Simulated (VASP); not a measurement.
Here is a VASP 6.6.1 calculation.

INCAR

```
PREC     = Accurate       # precision mode
ENCUT    = 520            # plane-wave cutoff, eV
EDIFF    = 1E-7           # SCF threshold, eV
ISMEAR   = 0              # smearing method
SIGMA    = 0.02           # smearing width, eV
LREAL    = False          # projectors in reciprocal space
LASPH    = True           # aspherical terms in the spheres
NELM     = 60             # most SCF steps
ALGO     = Normal         # electronic algorithm
ISIF     = 2              # what is computed and relaxed
LWAVE    = False          # write WAVECAR
LCHARG   = True           # write CHGCAR
GGA      = CA             # functional
LELF     = True           # ELF
LVHAR    = True         
NBANDS   = 35             # bands
```

KPOINTS

```
Automatic mesh
0
Gamma
  6 6 8
```

Contents of POSCAR:

```
SnO2
1.0
    4.9101223375      0.0000000000      0.0000000000
    0.0000000000      4.9132163418      0.0000000000
    0.0000000000      0.0000000000      3.1134589389
Sn O
2 4
Direct
    0.5000000000      0.5000000000      0.5000000000
    0.0000000000      0.0000000000      0.0000000000
    0.3058985187      0.3063661525      0.0000000000
    0.8058985187      0.1936338475      0.5000000000
    0.1941014813      0.8063661525      0.5000000000
    0.6941014813      0.6936338475      0.0000000000
```

Potentials or basis: VASP PAW LDA potentials, release 64 (Sn_d, O).

Run with:

```sh
$ cat potpaw_LDA.64/Sn_d/POTCAR potpaw_LDA.64/O/POTCAR > POTCAR
$ mpirun -np 1 vasp_std > vasp.out
```

Task: What does it give for the largest force?

Result: 0.056 eV/Å.

Task: What does it give for the pressure?

Result: -6.7 GPa.

Task: Estimate the band gap on the k mesh.

Result: 0.82 eV.

Forces in eV/Å, atoms in the order of the input:
```
Sn   0.000  0.000  0.000
Sn   0.000  0.000  0.000
O    0.041  0.039  0.000
O    0.041 -0.039  0.000
O   -0.041  0.039  0.000
O   -0.041 -0.039  0.000
```

Caveat: the cell differs from its parent crystal (biaxial strain in the a-b plane: +4.0 %); the cell stands under tension; spin-orbit coupling is left out, which moves the levels of the heavy elements.
